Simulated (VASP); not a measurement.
BeTe:

```
Be Te
1.0
     0.00000    2.82862    2.91348
     2.82862    0.00000    2.91348
     2.82862    2.82862    0.00000
Be Te
1 1
Direct
  0.00000 0.00000 0.00000
  0.25000 0.25000 0.25000
```

This cell differs from its parent crystal: uniaxial z strain +3.0%.

Base run:

- Program: VASP 6.6.1
- Functional: r2SCAN
- Potentials or basis: VASP PAW PBE potentials, release 64 (Be, Te)
- Cutoff: 520 eV
- k mesh: 8 × 8 × 8
- Occupations: gaussian, width 0.01 eV
- Spin: no spin polarisation

Its results: band gap on the k mesh 2.32 eV (least direct gap 3.99 eV); pressure -1.5 GPa.

Q: The run is repeated on the same cell with these changes: functional from r2SCAN to PBE; k mesh from 8 × 8 × 8 to 4 × 4 × 4. What comes out?

A: Band gap on the k mesh 1.95 eV (least direct gap 3.45 eV); pressure -0.9 GPa.

Several settings changed at once.

Caveats: some runs use coarse meshes; spin-orbit coupling is left out, which moves the levels of the heavy elements; the PAW data sets were made with another functional, which shifts forces and pressure a little (at least some runs).

A k mesh can miss the band edges.
